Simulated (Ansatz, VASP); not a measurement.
# Two plane-wave programs on As

```
As
1.0
     6.46406    0.00000    0.00000
     0.00000    6.46406    0.00000
     0.00000    0.00000    6.46406
As
12
Direct
  0.00000 0.00000 0.00000
  0.50000 0.00000 0.50000
  0.50000 0.50000 0.00000
  0.00000 0.50000 0.50000
  0.60759 0.89241 0.10759
  0.89241 0.10759 0.60759
  0.10759 0.60759 0.89241
  0.39241 0.39241 0.39241
  0.60759 0.60759 0.60759
  0.89241 0.39241 0.10759
  0.10759 0.89241 0.39241
  0.39241 0.10759 0.89241
```

Alike in both runs: task relaxation of cell and atoms; functional PBE; k mesh 6 × 6 × 6; occupations gaussian, width 0.1 eV; no spin polarisation.

|  | VASP | Ansatz |
| --- | --- | --- |
| version | VASP 6.6.1 | Ansatz 0.2.0 |
| potentials or method | VASP PAW PBE potentials, release 64 (As), cutoff 600 eV | scalar-relativistic, plane waves, PAW |
| valence electrons in the cell | 60 | 180 |

```csv
,VASP,Ansatz,Ansatz less VASP
"gap on the k mesh at the Fermi level, each at its own relaxed structure (eV)",none,none,-
relaxed volume (Å³/atom),22.56,22.50,-0.058
relaxed length of the cell vector where the two differ most in proportion (Å),6.469,6.464,-0.0055
```

A gap of «none» marks a metal or a gap that the smearing closes. VASP's potentials hold 60 valence electrons a cell and Ansatz's 180, so a difference there can come from the potentials and not from the codes.
